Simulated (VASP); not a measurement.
**Ru: single point with LDA**

Crystal: Ru.

```
CELL_PARAMETERS angstrom
0.00000 2.63735 2.63735
2.63735 0.00000 2.63735
2.63735 2.63735 0.00000
ATOMIC_POSITIONS crystal
Ru 0.00000 0.00000 0.00000
Ru 0.25000 0.25000 0.25000
```

This isn't the form of Ru at room conditions, which is hcp.

| Quantity | Value |
| --- | --- |
| Program | VASP 6.6.1 |
| Task | single point |
| Functional | LDA |
| Potentials or basis | VASP PAW LDA potentials, release 64 (Ru_pv) |
| Cutoff | 500 eV |
| k mesh | 7 × 7 × 7 |
| Occupations | fermi-dirac, width 0.1 eV |
| Spin | no spin polarisation |
| Dipole correction | no |
| Further INCAR settings | ALGO = Normal; EDIFF = 1e-06; NBANDS = 21 |

```
Pressure               : 11.1 GPa
Band gap on the k mesh : zero (bands 14 and 15 overlap by 1.03 eV)
```

Levels at points of the mesh, in eV from the Fermi level:
```tsv
k point	band 10	band 11	band 12	band 13	band 14	band 15	band 16	band 17	band 18	band 19
(0.00, 0.00, 0.00)	-3.51	-3.51	-3.51	-0.51	-0.51	-0.51	2.23	2.23	10.41	10.41
```

Run time: 17 s on 1 thread of Intel(R) Xeon(R) 6975P-C (Granite Rapids) (shared host), peak memory 0.13 GiB.

Caveat: the cell stands under pressure.
